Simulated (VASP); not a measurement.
# SnO2 (P4_2/mnm) in VASP: vibrations by perturbation theory with LDA

Aim: the vibrations by perturbation theory of SnO2 with LDA.

Program: VASP 6.6.1. These are calculated values, not measurements. Logs are shortened: lines on timing, memory, paths and dates and some standing lists are left out, and cuts for length are marked.

### 1 The cell of the first run

The structure is tetragonal, space group P4_2/mnm (No. 136). Conventional cell: a = 4.720 Å, b = 4.720 Å, c = 3.189 Å, α = 90.00°, β = 90.00°, γ = 90.00°. Sn (site symmetry mmm) has 6 O at 2.04 to 2.05 Å within 2.7 Å. Within 2.7 Å of O (site symmetry m2m) lie 3 Sn at 2.04 to 2.05 Å and 1 O at 2.59 Å.

### 2 Vibrations by perturbation theory, LDA

Contents of INCAR:

```
ALGO = Normal
EDIFF = 1E-8
ENCUT = 520
IBRION = 8
ISIF = 2
ISMEAR = 0
LASPH = True
LCHARG = True
LEPSILON = True
LREAL = False
LWAVE = False
NBANDS = 35
NELM = 60
NSW = 1
PREC = Accurate
SIGMA = 0.01
```

Contents of KPOINTS:

```
k-points
0
Gamma
  6 6 8
```

Contents of POSCAR:

```
SnO2
1.0
    4.7201607869      0.0000000000      0.0000000000
    0.0000000000      4.7201607869      0.0000000000
    0.0000000000      0.0000000000      3.1887079791
Sn O
2 4
Direct
    0.0000000000      0.0000000000      0.0000000000
    0.5000000000      0.5000000000      0.5000000000
    0.3060739843      0.3060739843      0.0000000000
    0.1939260157      0.8060739843      0.5000000000
    0.6939260157      0.6939260157      0.0000000000
    0.8060739843      0.1939260157      0.5000000000
```

Potentials or basis: VASP PAW LDA potentials, release 64 (Sn_d, O).

Run with:

```sh
$ cat potpaw_LDA.64/Sn_d/POTCAR potpaw_LDA.64/O/POTCAR > POTCAR
$ mpirun -np 1 vasp_std > vasp.out
```

OUTCAR:

```text
EDIFF = 1E-8
   ENCUT = 520
   IBRION = 8
   ISIF = 2
   ISMEAR = 0
   LASPH = True
   LEPSILON = True
   LREAL = False
   NELM = 60
   NSW = 1
   PREC = Accurate

 ion  position               nearest neighbor table
   1  0.000  0.000  0.000-   3 2.04   5 2.04   4 2.05   6 2.05   4 2.05   6 2.05   2 3.70   2 3.70
                             2 3.70   2 3.70   2 3.70   2 3.70   2 3.70   2 3.70
   2  0.500  0.500  0.500-   4 2.04   6 2.04   5 2.05   3 2.05   3 2.05   5 2.05   1 3.70   1 3.70
                             1 3.70   1 3.70   1 3.70   1 3.70   1 3.70   1 3.70
   3  0.306  0.306  0.000-   1 2.04   2 2.05   2 2.05
   4  0.194  0.806  0.500-   2 2.04   1 2.05   1 2.05
   5  0.694  0.694  0.000-   1 2.04   2 2.05   2 2.05
   6  0.806  0.194  0.500-   2 2.04   1 2.05   1 2.05

  LATTYP: Found a simple tetragonal cell.
 ALAT       =     4.7201607869
 C/A-ratio  =     0.6755507117

  Lattice vectors:

 A1 = (   4.7201607869,   0.0000000000,   0.0000000000)
 A2 = (   0.0000000000,   4.7201607869,   0.0000000000)
 A3 = (   0.0000000000,   0.0000000000,   3.1887079791)

Analysis of symmetry for initial positions (statically):
=====================================================================
 Subroutine PRICEL returns:
 Original cell was already a primitive cell.

 Routine SETGRP: Setting up the symmetry group for a
 simple tetragonal supercell.

 Subroutine GETGRP returns: Found 16 space group operations
 (whereof  8 operations were pure point group operations)
[... 1246 lines left out ...]
  2X     9.338654    0.006200    0.000000  -24.837353   -0.109483    0.000000    4.718956    3.995503    0.000000    3.030394   -3.943862    0.000000    4.718956    3.995503    0.000000    3.030394   -3.943862    0.000000
  2Y     0.006200    9.338654    0.000000   -0.109483  -24.837353    0.000000    3.995503    4.718956    0.000000   -3.943862    3.030394    0.000000    3.995503    4.718956    0.000000   -3.943862    3.030394    0.000000
  2Z     0.000000    0.000000    0.235925    0.000000    0.000000  -20.714000    0.000000    0.000000    9.927092    0.000000    0.000000    0.311945    0.000000    0.000000    9.927092    0.000000    0.000000    0.311945
  3X     3.033512    3.946356    0.000000    4.712568    4.004718    0.000000  -13.878478  -10.260359    0.000000   -0.351704    0.487622    0.000000    2.540577    2.315494    0.000000    3.943526   -0.493832    0.000000
  3Y     3.946356    3.033512    0.000000    4.004718    4.712568    0.000000  -10.260359  -13.878478    0.000000   -0.493832    3.943526    0.000000    2.315494    2.540577    0.000000    0.487622   -0.351704    0.000000
  3Z     0.000000    0.000000    0.291619    0.000000    0.000000    9.924266    0.000000    0.000000  -13.481273    0.000000    0.000000    1.783737    0.000000    0.000000   -0.302085    0.000000    0.000000    1.783737
  4X     4.712568   -4.004718    0.000000    3.033512   -3.946356    0.000000   -0.351704   -0.487622    0.000000  -13.878478   10.260359    0.000000    3.943526    0.493832    0.000000    2.540577   -2.315494    0.000000
  4Y    -4.004718    4.712568    0.000000   -3.946356    3.033512    0.000000    0.493832    3.943526    0.000000   10.260359  -13.878478    0.000000   -0.487622   -0.351704    0.000000   -2.315494    2.540577    0.000000
  4Z     0.000000    0.000000    9.924266    0.000000    0.000000    0.291619    0.000000    0.000000    1.783737    0.000000    0.000000  -13.481273    0.000000    0.000000    1.783737    0.000000    0.000000   -0.302085
  5X     3.033512    3.946356    0.000000    4.712568    4.004718    0.000000    2.540577    2.315494    0.000000    3.943526   -0.493832    0.000000  -13.878478  -10.260359    0.000000   -0.351704    0.487622    0.000000
  5Y     3.946356    3.033512    0.000000    4.004718    4.712568    0.000000    2.315494    2.540577    0.000000    0.487622   -0.351704    0.000000  -10.260359  -13.878478    0.000000   -0.493832    3.943526    0.000000
  5Z     0.000000    0.000000    0.291619    0.000000    0.000000    9.924266    0.000000    0.000000   -0.302085    0.000000    0.000000    1.783737    0.000000    0.000000  -13.481273    0.000000    0.000000    1.783737
  6X     4.712568   -4.004718    0.000000    3.033512   -3.946356    0.000000    3.943526    0.493832    0.000000    2.540577   -2.315494    0.000000   -0.351704   -0.487622    0.000000  -13.878478   10.260359    0.000000
  6Y    -4.004718    4.712568    0.000000   -3.946356    3.033512    0.000000   -0.487622   -0.351704    0.000000   -2.315494    2.540577    0.000000    0.493832    3.943526    0.000000   10.260359  -13.878478    0.000000
  6Z     0.000000    0.000000    9.924266    0.000000    0.000000    0.291619    0.000000    0.000000    1.783737    0.000000    0.000000   -0.302085    0.000000    0.000000    1.783737    0.000000    0.000000  -13.481273

 Eigenvectors and eigenvalues of the dynamical matrix
 ----------------------------------------------------

   1 f  =   22.880098 THz   143.759893 2PiTHz  763.197903 cm-1    94.624438 meV
             X         Y         Z           dx          dy          dz
      0.000000  0.000000  0.000000    -0.000000    0.000000   -0.000000
      2.360080  2.360080  1.594354    -0.000000    0.000000   -0.000000
      1.444718  1.444718  0.000000     0.353553    0.353553    0.000000
      0.915362  3.804799  1.594354     0.353553   -0.353553   -0.000000
      3.275442  3.275442  0.000000    -0.353553   -0.353553    0.000000
      3.804799  0.915362  1.594354    -0.353553    0.353553   -0.000000
[... 145 lines left out ...]
  18 f/i=    0.006521 THz     0.040973 2PiTHz    0.217519 cm-1     0.026969 meV
             X         Y         Z           dx          dy          dz
      0.000000  0.000000  0.000000    -0.000000    0.000000    0.627412
      2.360080  2.360080  1.594354    -0.000000    0.000000    0.627412
      1.444718  1.444718  0.000000    -0.000000    0.000000    0.230601
      0.915362  3.804799  1.594354    -0.000000    0.000000    0.230601
      3.275442  3.275442  0.000000    -0.000000    0.000000    0.230601
      3.804799  0.915362  1.594354    -0.000000    0.000000    0.230601

--------------------------------------------------------------------------------------------------------

 MACROSCOPIC STATIC DIELECTRIC TENSOR IONIC CONTRIBUTION
 ------------------------------------------------------
           8.392878     0.000000    -0.000000
           0.000000     8.392878    -0.000000
          -0.000000    -0.000000     4.946190
 ------------------------------------------------------

 ELASTIC MODULI CONTR FROM IONIC RELAXATION (kBar)
 Direction    XX          YY          ZZ          XY          YZ          ZX
 --------------------------------------------------------------------------------
 XX         -70.7196     58.9333    -37.1346      0.0000      0.0000      0.0000
 YY          58.9333    -70.7196    -37.1346     -0.0000     -0.0000     -0.0000
 ZZ         -37.1346    -37.1346   -233.9982      0.0000      0.0000      0.0000
 XY           0.0000     -0.0000     -0.0000    -33.2627      0.0000      0.0000
 YZ           0.0000     -0.0000      0.0000      0.0000   -217.6723     -0.0000
 ZX           0.0000     -0.0000      0.0000      0.0000     -0.0000   -262.0807
 --------------------------------------------------------------------------------

 PIEZOELECTRIC TENSOR IONIC CONTR  for field in x, y, z        (C/m^2)
          XX          YY          ZZ          XY          YZ          ZX
  --------------------------------------------------------------------------------
  x     0.00000    -0.00000     0.00000    -0.00000     0.00000     0.00000
  y    -0.00000     0.00000     0.00000    -0.00000     0.00000    -0.00000
  z     0.00000    -0.00000    -0.00000     0.00000    -0.00000     0.00000
```

stdout:

```text
POSCAR found type information on POSCAR SnO
 POSCAR found :  2 types and       6 ions
 scaLAPACK will be used
 LDA part: xc-table for (Slater(with rela. corr.)+CA(PZ))
 , standard interpolation
 POSCAR, INCAR and KPOINTS ok, starting setup
 FFT: planning ... GRIDC
 FFT: planning ... GRID_SOFT
[... 101 lines left out ...]
 onal to |phi(0)> (-1.757984632824727E-004,2.949029909160572E-014)
 LRF_COMMUTATOR internal error: the vector H(1)-e(1) S(1) |phi(0)> is not orthog
 onal to |phi(0)> (1.911751963544206E-004,6.897260540483785E-015)
 LRF_COMMUTATOR internal error: the vector H(1)-e(1) S(1) |phi(0)> is not orthog
 onal to |phi(0)> (-1.911751973938669E-004,8.465450562766819E-015)
 LRF_COMMUTATOR internal error: the vector H(1)-e(1) S(1) |phi(0)> is not orthog
 onal to |phi(0)> (-1.254368097050595E-004,-6.888239978408706E-014)
 LRF_COMMUTATOR internal error: the vector H(1)-e(1) S(1) |phi(0)> is not orthog
 onal to |phi(0)> (1.254368096599290E-004,1.441763375353844E-013)
 L
```

Run time: 64 min. Hardware: 1 thread of Oxide Virtual Turin-like, shared host; peak memory 0.63 GiB.

What came out:

- Electronic dielectric tensor (diagonal): 4.32, 4.32, 4.62
- Born charges (mean of the diagonal): Sn +4.20; O -2.10 e
- Highest phonon frequency at Γ, LO-TO splitting left out: 763 cm⁻¹

Phonon frequencies in cm⁻¹ (negative: imaginary):
| q point | frequencies |
| --- | --- |
| (0.000, 0.000, 0.000) | 0 0 0 95 147 223 223 283 283 349 470 473 473 567 608 608 635 763 |

Electronic dielectric tensor:
```
4.32 0.00 0.00
0.00 4.32 0.00
0.00 0.00 4.62
```

Born effective charge tensors (e):
atom 1, Sn
```
4.07 0.42 0.00
0.42 4.07 0.00
0.00 0.00 4.46
```
atom 2, Sn
```
 4.07 -0.42  0.00
-0.42  4.07  0.00
 0.00  0.00  4.46
```
atom 3, O
```
-2.03 -0.69  0.00
-0.69 -2.03  0.00
 0.00  0.00 -2.23
```
atom 4, O
```
-2.03  0.69  0.00
 0.69 -2.03  0.00
 0.00  0.00 -2.23
```
atom 5, O
```
-2.03 -0.69  0.00
-0.69 -2.03  0.00
 0.00  0.00 -2.23
```
atom 6, O
```
-2.03  0.69  0.00
 0.69 -2.03  0.00
 0.00  0.00 -2.23
```

Caveat: the cell stands under pressure or tension, which shifts response properties; spin-orbit coupling is left out, which moves the levels of the heavy elements.
